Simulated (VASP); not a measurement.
The system is HfO2.

```
Hf O
1.0
     0.00000    2.57444    2.57444
     2.57444    0.00000    2.57444
     2.57444    2.57444    0.00000
Hf O
1 2
Direct
  0.00000 0.00000 0.00000
  0.75000 0.75000 0.75000
  0.25000 0.25000 0.25000
```

Base run:

| Quantity | Value |
| --- | --- |
| Program | VASP 6.6.1 |
| Functional | PBEsol |
| Potentials or basis | VASP PAW PBE potentials, release 64 (Hf_pv, O) |
| Cutoff | 520 eV |
| k mesh | 9 × 9 × 9 |
| Occupations | fermi-dirac, width 0.05 eV |
| Spin | no spin polarisation |

Its results: band gap on the k mesh 3.66 eV, indirect (least direct gap 3.77 eV); pressure -17.6 GPa.

Task: The run is repeated on the same cell with these changes: functional from PBEsol to LDA; potentials or basis from VASP PAW PBE potentials, release 64 (Hf_pv, O) to VASP PAW LDA potentials, release 64 (Hf_pv, O). What comes out?

Result: Band gap on the k mesh 3.58 eV, indirect (least direct gap 3.69 eV); pressure -23.1 GPa.

Caveats: spin-orbit coupling is left out, which moves the levels of the heavy elements; the PAW data sets were made with another functional, which shifts forces and pressure a little (some runs).

A k mesh can miss the band edges.
